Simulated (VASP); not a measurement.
A run of VASP 6.6.1 is set up as follows.

File INCAR:

```
SYSTEM = SnSe
PREC     = Accurate       ! precision mode
ENCUT    = 520            ! plane-wave cutoff, eV
EDIFF    = 1E-6           ! SCF threshold, eV
ISMEAR   = -1             ! smearing method
SIGMA    = 0.01           ! smearing width, eV
LREAL    = .False.        ! projectors in reciprocal space
LASPH    = .True.         ! aspherical terms in the spheres
NELM     = 60             ! most SCF steps
ALGO     = Normal         ! electronic algorithm
ISIF     = 2              ! what is computed and relaxed
LWAVE    = .False.        ! write WAVECAR
LCHARG   = .False.        ! write CHGCAR
GGA      = PS             ! functional
NBANDS   = 17             ! bands
```

Contents of KPOINTS:

```
regular mesh
0
Gamma
  7 7 7
  0 0 0
```

File POSCAR:

```
SnSe
1.0
    0.0000000000      2.9799000000      3.0100000000
    2.9799000000      0.0000000000      3.0100000000
    2.9799000000      2.9799000000      0.0000000000
Sn Se
1 1
Direct
    0.0000000000      0.0000000000      0.0000000000
    0.5000000000      0.5000000000      0.5000000000
```

Potentials or basis: VASP PAW PBE potentials, release 64 (Sn_d, Se).

Launch:

```console
$ cat potpaw_PBE.64/Sn_d/POTCAR potpaw_PBE.64/Se/POTCAR > POTCAR
$ mpirun -np 1 vasp_std > vasp.out
```

Question: What does it give for the band gap on the k mesh?

Answer: 0.64 eV, indirect (least direct gap 0.65 eV).

Question: Predict the pressure.

Answer: -0.9 GPa.

Stress tensor (GPa, compression positive):
```
-0.45  0.00  0.00
 0.00 -0.45  0.00
 0.00  0.00 -1.69
```

Caveat: the cell differs from its parent crystal (equal xx and yy strain of -1 %); the PAW data sets were made with another functional, which shifts forces and pressure a little; spin-orbit coupling is left out, which moves the levels of the heavy elements. A k mesh can miss the band edges.
